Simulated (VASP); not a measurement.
# TePb (Fm-3m) in VASP: notebook, part 2 of 2

VASP 6.6.1.

### 5 Relaxation of cell and atoms, LDA, target pressure 15 GPa, at which the enthalpy is minimised

INCAR reads:

```
SYSTEM = TePb
PREC = Accurate
ENCUT = 500
EDIFF = 1E-7
ISMEAR = 0
SIGMA = 0.01
LREAL = .False.
LASPH = .True.
NELM = 120
ALGO = Normal
ISIF = 3
LWAVE = .False.
LCHARG = .False.
GGA = CA
IBRION = 2
NSW = 100
EDIFFG = -0.002
PSTRESS = 150.0
GGA_COMPAT = .False.
NELMIN = 4
```

KPOINTS reads:

```
Automatic mesh
0
Gamma
  6 6 6
  0 0 0
```

POSCAR reads:

```
TePb
1.0
    3.1909121651      3.1909121651      0.0000000000
   -3.1909121651      3.1909121651      0.0000000000
    0.0000000000      3.1909121651      3.1909121651
Te Pb
1 1
Direct
    0.5000000000      0.5000000000      0.0000000000
    0.0000000000      0.0000000000      0.0000000000
```

Potentials or basis: VASP PAW LDA potentials, release 64 (Te, Pb_d).

Launch:

```sh
$ cat potpaw_LDA.64/Te/POTCAR potpaw_LDA.64/Pb_d/POTCAR > POTCAR
$ mpirun -np 1 vasp_std > vasp.out
```

OUTCAR:

```text
SYSTEM = TePb
   PREC = Accurate
   ENCUT = 500
   EDIFF = 1E-7
   ISMEAR = 0
   LREAL = .False.
   LASPH = .True.
   NELM = 120
   ISIF = 3
   GGA = CA
   IBRION = 2
   NSW = 100
   EDIFFG = -0.002
   PSTRESS = 150.0
   NELMIN = 4

 ion  position               nearest neighbor table
   1  0.500  0.500  0.000-   2 3.19   2 3.19   2 3.19   2 3.19   2 3.19   2 3.19
   2  0.000  0.000  0.000-   1 3.19   1 3.19   1 3.19   1 3.19   1 3.19   1 3.19

  LATTYP: Found a face centered cubic cell.
 ALAT       =     6.3818243302

  Lattice vectors:

 A1 = (   0.0000000000,   3.1909121651,   3.1909121651)
 A2 = (   3.1909121651,   0.0000000000,   3.1909121651)
 A3 = (   3.1909121651,   3.1909121651,   0.0000000000)

Analysis of symmetry for initial positions (statically):
=====================================================================
 Subroutine PRICEL returns:
 Original cell was already a primitive cell.

 Routine SETGRP: Setting up the symmetry group for a
 face centered cubic supercell.

 Subroutine GETGRP returns: Found 48 space group operations
 (whereof 48 operations were pure point group operations)
 out of a pool of 48 trial point group operations.

The static configuration has the point symmetry O_h .

Analysis of symmetry for dynamics (positions and initial velocities):
=====================================================================
 Subroutine PRICEL returns:
 Original cell was already a primitive cell.

 Routine SETGRP: Setting up the symmetry group for a
 face centered cubic supercell.

 Subroutine GETGRP returns: Found 48 space group operations
 (whereof 48 operations were pure point group operations)
 out of a pool of 48 trial point group operations.

The dynamic configuration has the point symmetry O_h .

 Subroutine INISYM returns: Found 48 space group operations
 (whereof 48 operations are pure point group operations),
 and found     1 'primitive' translations

----------------------------------------------------------------------------------------
[... 73 lines left out ...]
   NGXF,Y,Z  is equivalent  to a cutoff of  26.52, 26.52, 26.52 a.u.
 SYSTEM =  TePb
   PREC   = accura    normal or accurate (medium, high low for compatibility)
   ISTART =      0    job   : 0-new  1-cont  2-samecut
   ICHARG =      2    charge: 1-file 2-atom 10-const
   ISPIN  =      1    spin polarized calculation?
   LNONCOLLINEAR =      F non collinear calculations
   LSORBIT =      F    spin-orbit coupling
   LASPH  =      T    aspherical Exc in radial PAW
   ENCUT  =  500.0 eV  36.75 Ry    6.06 a.u.   8.23  8.23  8.23*2*pi/ulx,y,z
   NELM   =    120;   NELMIN=  4; NELMDL= -5     # of ELM steps
   EDIFF  = 0.1E-06   stopping-criterion for ELM
   LREAL  =      F    real-space projection
   EDIFFG = -.2E-02   stopping-criterion for IOM
   NSW    =    100    number of steps for IOM
   IBRION =      2    ionic relax: 0-MD 1-quasi-New 2-CG
   NFREE  =      1    steps in history (QN), initial steepest desc. (CG)
   ISIF   =      3    stress and relaxation
   ISYM   =      2    0-nonsym 1-usesym 2-fastsym
   POTIM  = 0.5000    time-step for ionic-motion
   TEBEG  =    0.0;   TEEND  =   0.0 temperature during run
   PSTRESS=  150.0 pullay stress
   NELECT =      20.0000    total number of electrons
   NUPDOWN=      -1.0000    fix difference up-down
   EMIN   =  10.00;   EMAX   =-10.00  energy-range for DOS
   EFERMI =   0.00;   METHOD = LEGACY
   ISMEAR =     0;   SIGMA  =   0.01  broadening in eV -4-tet -1-fermi 0-gaus
   EFERMI_NEDOS =   21; number of points for ismear=-14 and -15
   IALGO  =     38    algorithm
   IMIX   =      4    mixing-type and parameters
     AMIX     =   0.40;   BMIX     =  1.00
     AMIX_MAG =   1.60;   BMIX_MAG =  1.00
  volume/ion in A,a.u.               =      32.49       219.25
  Fermi-wavevector in a.u.,A,eV,Ry     =   1.105333  2.088777 16.623082  1.221762
  Thomas-Fermi vector in A             =   2.241819
   LORBIT       =      0    0 simple, 1 ext, 2 COOP (PROOUT), +10 PAW based schemes
   GGA     = CA    functional components
   LHFCALC =     F    Hartree Fock is set to
   AEXX    =    0.0000 exact exchange contribution
   IVDW    =     0    specifies the selected vdW correction
   LEPSILON=     F    determine dielectric tensor
   LRPA    =     F    only Hartree local field effects (RPA)
 conjugate gradient relaxation of ions
 non-spin polarized calculation
 Gauss-broadening in eV      SIGMA  =   0.01
  energy-cutoff  :      500.00
  volume of cell :       64.98
 maximum number of plane-waves:      1676
 NGX is ok and might be reduce to    36
   NGX = 17   NGY = 17   NGZ = 17

--------------------------------------- Ionic step        1  -------------------------------------------

 number of electron      19.9999999 magnetization

 Free energy of the ion-electron system (eV)
  ---------------------------------------------------
  ext. energy  EPLUGINS =         0.00000000
  ---------------------------------------------------
  free energy    TOTEN  =        -8.77568257 eV

  energy without entropy =       -8.77568257  energy(sigma->0) =       -8.77568257

 E-fermi :   5.9633     XC(G=0):  -9.7398

 val. band max:        5.9204369622   @ k =   0.5000   0.0000   0.0000
 cond. band min:       6.4757277639   @ k =   0.5000   0.0000   0.0000
 fundamental gap:      0.5552908017
 Fermi energy:         5.9633025274
[... 814 lines left out ...]
--------------------------------------- Ionic step        8  -------------------------------------------

 number of electron      20.0000002 magnetization

 Free energy of the ion-electron system (eV)
  ---------------------------------------------------
  ext. energy  EPLUGINS =         0.00000000
  ---------------------------------------------------
  free energy    TOTEN  =        -8.31258848 eV

  energy without entropy =       -8.31244051  energy(sigma->0) =       -8.31251450

 E-fermi :   8.9863     XC(G=0): -10.6402

 val. band max:        8.9804581126   @ k =   0.5000   0.0000   0.0000
 cond. band min:       8.9922079999   @ k =   0.5000   0.0000   0.0000
 fundamental gap:      0.0117498872
 Fermi energy:         8.9863330563
[... 303 lines left out ...]
  energy  without entropy=       -8.3124405123  energy(sigma->0) =       -8.31251450

  enthalpy is  TOTEN    =        -3.3127207285 eV   P V=        4.9998677508

 reached required accuracy - stopping structural energy minimisation
```

OSZICAR:

```text
N       E                     dE             d eps       ncg     rms          rms(c)
DAV:   1     0.149533249962E+03    0.14953E+03   -0.92038E+03   448   0.134E+03
DAV:   2     0.178292069438E+01   -0.14775E+03   -0.14577E+03   466   0.336E+02
DAV:   3    -0.862063888077E+01   -0.10404E+02   -0.10375E+02   604   0.981E+01
[... 77 lines left out ...]
DAV:   3    -0.831258865968E+01    0.31267E-03   -0.12290E-03   568   0.659E-01    0.168E-02
DAV:   4    -0.831258824721E+01    0.41247E-06   -0.27854E-05   454   0.512E-02    0.160E-02
DAV:   5    -0.831258886292E+01   -0.61571E-06   -0.64905E-06   644   0.415E-02    0.641E-03
DAV:   6    -0.831258848351E+01    0.37941E-06   -0.18871E-06   550   0.269E-02    0.954E-04
DAV:   7    -0.831258847930E+01    0.42123E-08   -0.43488E-08   224   0.277E-03
   8 F= -.33127207E+01 E0= -.33126467E+01  d E =-.174057E-03
```

CONTCAR:

```text
TePb
   1.00000000000000
     2.9889314052984384    2.9889314052984384   -0.0000000000000000
    -2.9889314052984384    2.9889314052984384   -0.0000000000000000
     0.0000000000000000    2.9889314052984384    2.9889314052984384
  Te              Pb
     1     1
Direct
     0.5000000000000000    0.5000000000000000    0.0000000000000000
     0.0000000000000000    0.0000000000000000    1.0000000000000000

  0.00000000E+00  0.00000000E+00  0.00000000E+00
  0.00000000E+00  0.00000000E+00  0.00000000E+00
```

It took 45 s on 1 thread of Intel Xeon Platinum 8559C (Emerald Rapids), shared host; peak memory 0.18 GiB.

What came out:

```yaml
Free_energy: -8.3126 eV
Relaxed_volume: 26.70 Å³/atom
Relaxed_cell: a = 4.227 Å, b = 4.227 Å, c = 4.227 Å, α = 60.00°, β = 60.00°, γ = 90.00°
Space_group_after_relaxing_to_0.1_Å: Fm-3m (No. 225)
Energy_change_on_relaxing_the_run_minimises_the_enthalpy: +231.5 meV/atom
Ionic_steps: 8
Pressure_after_relaxing: 15.0 GPa
Band_gap_on_the_k_mesh: 0.01 eV
```

The path:
```tsv
step	energy change (eV)	largest force (eV/Å)	pressure (GPa)	volume (Å³)
1	0.0000	0.0000	0.06	64.98
2	3.3267	0.0000	66.59	40.45
3	0.3953	0.0000	13.78	54.16
4	0.4363	0.0000	14.56	53.70
5	0.4596	0.0000	14.94	53.44
6	0.4800	0.0000	15.32	53.23
7	0.4462	0.0000	14.75	53.59
8	0.4631	0.0000	15.00	53.40
```

Final structure:
```
Te Pb
1.0
     2.98893    2.98893    0.00000
    -2.98893    2.98893    0.00000
     0.00000    2.98893    2.98893
Te Pb
1 1
Direct
  0.50000 0.50000 0.00000
  0.00000 0.00000 0.00000
```

Caveat: the cell is relaxed towards a set pressure, so the run minimises the enthalpy, not the energy; the volume moved by over 15 % at a fixed basis, so the end points are rough; spin-orbit coupling is left out, which moves the levels of the heavy elements. Zero-point motion and thermal expansion aren't in these numbers.

### 6 The runs side by side

| cell | gap on the mesh (eV) | pressure (GPa) |
| --- | --- | --- |
| relaxed to 4 GPa | 0.39 | 4.0 |
| relaxed to 7 GPa | 0.27 | 7.0 |
| relaxed to 10 GPa | 0.16 | 10.0 |
| relaxed to 15 GPa | 0.01 | 15.0 |

Alike in all rows: task relaxation of cell and atoms; level LDA; potentials or basis VASP PAW LDA potentials, release 64 (Te, Pb_d); no spin polarisation; k mesh 6 × 6 × 6; cutoff (eV) 500; smearing gaussian 0.01 eV.

Caveats: the cell is relaxed towards a set pressure, so the run minimises the enthalpy, not the energy; spin-orbit coupling is left out, which moves the levels of the heavy elements; the volume moved by over 15 % at a fixed basis, so the end points are rough (at least some runs).

Absolute energies hang on the potentials; compare differences alone.
